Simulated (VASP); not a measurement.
Wanted: the native input for a VASP 6.6.1 run.

```
Task                   : single point
Functional             : PBE
Dispersion             : D3(BJ)
Potentials or basis    : VASP PAW PBE potentials, release 64 (Ti_sv, O)
Cutoff                 : 520 eV
k mesh                 : 8 × 8 × 8
Occupations            : fermi-dirac, width 0.05 eV
Spin                   : no spin polarisation
Dipole correction      : no
Further INCAR settings : ALGO = Normal; EDIFF = 1e-07; NBANDS = 60
```

The structure of TiO2 lies in POSCAR:

```
TiO2
1.0
   -4.3697821631      4.3697821631      1.8793982547
    4.3697821631     -4.3697821631      1.8793982547
    4.3697821631      4.3697821631     -1.8793982547
Ti O
4 8
Direct
    0.2906702621      0.9899189290      0.2805891911
    0.0100810710      0.2906702621      0.3007513332
    0.9899189290      0.7093297379      0.6992486668
    0.7093297379      0.0100810710      0.7194108089
    0.4954199130      0.8478770029      0.3432969159
    0.1625929001      0.1568611084      0.3194540085
    0.1521229971      0.4954199130      0.6475429101
    0.1568611084      0.8374070999      0.9942682083
    0.8431388916      0.1625929001      0.0057317917
    0.8478770029      0.5045800870      0.3524570899
    0.8374070999      0.8431388916      0.6805459915
    0.5045800870      0.1521229971      0.6567030841
```

The input as run:

INCAR

```
SYSTEM = TiO2
PREC = Accurate
ENCUT = 520
EDIFF = 1E-7
ISMEAR = -1
SIGMA = 0.05
LREAL = .False.
LASPH = .True.
NELM = 60
ALGO = Normal
ISIF = 2
LWAVE = .False.
LCHARG = .True.
GGA = PE
IVDW = 12
LELF = .True.
LVHAR = .True.
NBANDS = 60
```

KPOINTS

```
Automatic mesh
0
Gamma
  8 8 8
  0 0 0
```

Potentials or basis: VASP PAW PBE potentials, release 64 (Ti_sv, O).

Run with:

```sh
$ cat potpaw_PBE.64/Ti_sv/POTCAR potpaw_PBE.64/O/POTCAR > POTCAR
$ mpirun -np 1 vasp_std > vasp.out
```

Results of the run:

```yaml
Pressure: 0.6 GPa
Largest_force: 0.088 eV/Å
Band_gap_on_the_k_mesh: 1.88 eV (least direct gap 2.54 eV)
Dispersion_energy_per_atom: -0.215 eV
```

It took 16 min on 1 thread of Intel(R) Xeon(R) Platinum 8488C (Sapphire Rapids), on a shared host, peak memory 0.64 GiB.
